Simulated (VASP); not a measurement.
Runs of VASP 6.6.1 on Ru. The structure is that of space group P6_3/mmc (No. 194), or close to it. The cells are those of the table. 

```csv
cell,k mesh,gap on the mesh (eV),pressure (GPa)
"a = 2.755, b = 2.755, c = 8.846 Å, angles 90.0, 90.0, 120.0°, 4 atoms",15 × 15 × 4,none,-10.7
"a = 2.683, b = 2.683, c = 8.613 Å, angles 90.0, 90.0, 120.0°, 4 atoms",15 × 15 × 4,none,13.0
"a = 2.720, b = 2.720, c = 8.731 Å, angles 90.0, 90.0, 120.0°, 4 atoms",13 × 13 × 4,none,(b)
"a = 2.606, b = 2.606, c = 8.367 Å, angles 90.0, 90.0, 120.0°, 4 atoms",15 × 15 × 4,none,51.1
"a = 2.720, b = 2.720, c = 8.731 Å, angles 90.0, 90.0, 120.0°, 4 atoms",15 × 15 × 4,none,(a)
"a = 2.645, b = 2.645, c = 8.491 Å, angles 90.0, 90.0, 120.0°, 4 atoms",15 × 15 × 4,none,29.9
```

Alike in all rows: task single point; level revPBE; potentials or basis VASP PAW PBE potentials, release 64 (Ru_pv); no spin polarisation; cutoff (eV) 520; smearing fermi-dirac 0.1 eV.

Problem. Fill in the values left out.

Solution. (a) -0.2; (b) -0.1.

Caveats: the PAW data sets were made with another functional, which shifts forces and pressure a little; the cell stands under pressure (at least some runs); the cell stands under tension (at least some runs).

A k mesh can miss the band edges, and the runs leave out spin-orbit coupling on Ru.

A gap of «none» marks levels without a gap at the run's occupations.
